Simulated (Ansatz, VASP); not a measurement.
## Two plane-wave programs on SnO

INCAR

```
PREC = Accurate ; ENCUT = 520
EDIFF = 1E-6 ; ISMEAR = 0
SIGMA = 0.05 ; LREAL = F
LASPH = T ; NELM = 60
ALGO = Normal ; ISIF = 2
LWAVE = F ; LCHARG = T
GGA = PE ; LELF = T
LVHAR = T ; NBANDS = 28
```

File KPOINTS:

```
Automatic mesh
0
Gamma
  10 10 8
```

Contents of POSCAR:

```
SnO
1.0
    3.8681707514      0.0000000000      0.0000000000
    0.0000000000      3.8681707514      0.0000000000
    0.0000000000      0.0000000000      5.0672768981
Sn O
2 2
Direct
   -0.0182801336      0.4817198664      0.2287361932
    0.5182801336      0.0182801336      0.7712638068
    0.0019148013     -0.0019148013      0.0000000000
    0.4980851987      0.5019148013      0.0000000000
```

Input for Ansatz:

```yaml
crystal:
  lattice:
    - [3.8681707514, 0.0, 0.0]
    - [0.0, 3.8681707514, 0.0]
    - [0.0, 0.0, 5.0672768981]
  atoms:
    - { symbol: Sn, position: [-0.0182801336, 0.4817198664, 0.2287361932] }
    - { symbol: Sn, position: [0.5182801336, 0.0182801336, 0.7712638068] }
    - { symbol: O, position: [0.0019148013, -0.0019148013, 0.0] }
    - { symbol: O, position: [0.4980851987, 0.5019148013, 0.0] }
basis:
  ecutwfc: 420
kpoints:
  mp_grid: { grid: [10, 10, 8] }
hamiltonian:
  xc: pbe
scf:
  occupations: { method: gaussian, width: 0.05 }
output:
  forces: true
  stress: true
  eigenvalues: true
```

Change from the starting cell: mode 4 (104.6 1/cm) frozen in, largest displacement -0.100 Å.

Alike in both runs: task single point; functional PBE; k mesh 10 × 10 × 8; occupations gaussian, width 0.05 eV; no spin polarisation.

```csv
,VASP,Ansatz
version,VASP 6.6.1,Ansatz 0.2.0
potentials or method,"VASP PAW PBE potentials, release 64 (Sn_d, O), cutoff 520 eV","scalar-relativistic, plane waves, PAW"
valence electrons in the cell,40,40
```

```tsv
	VASP	Ansatz	Ansatz less VASP
gap on the k mesh at the Fermi level (eV)	0.52	0.51	-0.009
least direct gap on the mesh (eV)	1.89	1.92	+0.029
pressure (GPa)	0.6	0.4	-0.19
traceless stress, the component that is largest in VASP (GPa)	1.50	1.43	-0.062
rms of the force components (eV/Å)	0.215	0.200	-0.0145
```

Atom by atom the forces differ by 0.033 eV/Å (rms over components).
